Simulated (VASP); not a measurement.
## Ca: single point with PBEsol

The system is Ca.

```xyz
2
Lattice="3.8271 0.0000 0.0000 -1.9136 3.3144 0.0000 0.0000 0.0000 6.3116" Properties=species:S:1:pos:R:3 pbc="T T T"
Ca    0.0000    2.2096    1.5779
Ca    1.9136    1.1048    4.7337
```

| Property | Result |
| --- | --- |
| Program | VASP 6.6.1 |
| Task | single point |
| Functional | PBEsol |
| Potentials or basis | VASP PAW PBE potentials, release 64 (Ca_sv) |
| Cutoff | 520 eV |
| k mesh | 12 × 12 × 6 |
| Occupations | fermi-dirac, width 0.08 eV |
| Spin | no spin polarisation |

```json
{"Pressure": "0.4 GPa", "Band gap on the k mesh": "zero (band 10 reaches 2.39 eV, above the bottom of band 11 at 1.94 eV)"}
```

Levels at points of the mesh, in eV from the Fermi level:
```tsv
k point	band 7	band 8	band 9	band 10	band 11	band 12	band 13	band 14
(0.00, 0.00, 0.00)	-22.73	-22.73	-4.17	-1.11	-0.20	2.30	2.35	2.35
(0.50, 0.00, 0.00)	-22.76	-22.76	-1.13	-0.68	0.16	0.34	1.40	1.96
(0.00, 0.00, 0.50)	-22.74	-22.74	-3.12	-3.12	1.38	1.38	2.34	2.34
(0.50, 0.00, 0.50)	-22.77	-22.77	-0.73	-0.73	0.14	0.14	1.46	1.46
```

It took 72 s on 1 thread of Intel(R) Xeon(R) Platinum 8375C CPU @ 2.90GHz (Ice Lake), on a shared host, peak memory 0.23 GiB.

Caveat: the PAW data sets were made with another functional, which shifts forces and pressure a little.
